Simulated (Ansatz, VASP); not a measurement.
**Ba2LuRuN6 in VASP and in Ansatz**

```
Lu N Ru Ba
1.0
     0.00000    4.20074    4.20074
     4.20074    0.00000    4.20074
     4.20074    4.20074    0.00000
Lu N Ru Ba
1 6 1 2
Direct
  0.00000 0.00000 0.00000
  0.73690 0.26310 0.26310
  0.26310 0.73690 0.26310
  0.26310 0.73690 0.73690
  0.73690 0.26310 0.73690
  0.26310 0.26310 0.73690
  0.73690 0.73690 0.26310
  0.50000 0.50000 0.50000
  0.25000 0.25000 0.25000
  0.75000 0.75000 0.75000
```

Alike in both runs: task single point; functional PBE; k mesh 4 × 4 × 4; no spin polarisation.

|  | VASP | Ansatz |
| --- | --- | --- |
| version | VASP 6.6.1 | Ansatz 0.2.0 |
| potentials or method | VASP PAW PBE potentials, release 64 (Lu, N, Ru_pv, Ba_sv), cutoff 520 eV | PAW plane waves |
| occupations | fermi-dirac, width 0.1 eV | fermi-dirac |
| valence electrons in the cell | 89 | 91 |

|  | VASP | Ansatz | Ansatz less VASP |
| --- | --- | --- | --- |
| gap on the k mesh at the Fermi level (eV) | none | none | - |
| pressure (GPa) | 2.1 | 0.4 | -1.68 |
| rms of the force components (eV/Å) | 0.387 | 0.353 | -0.0336 |

Atom by atom the forces differ by 0.034 eV/Å (rms over components). A gap of «none» marks a metal or a gap that the smearing closes. VASP's potentials hold 89 valence electrons a cell and Ansatz's 91, so a difference there can come from the potentials and not from the codes.

Spin-orbit coupling is off throughout.
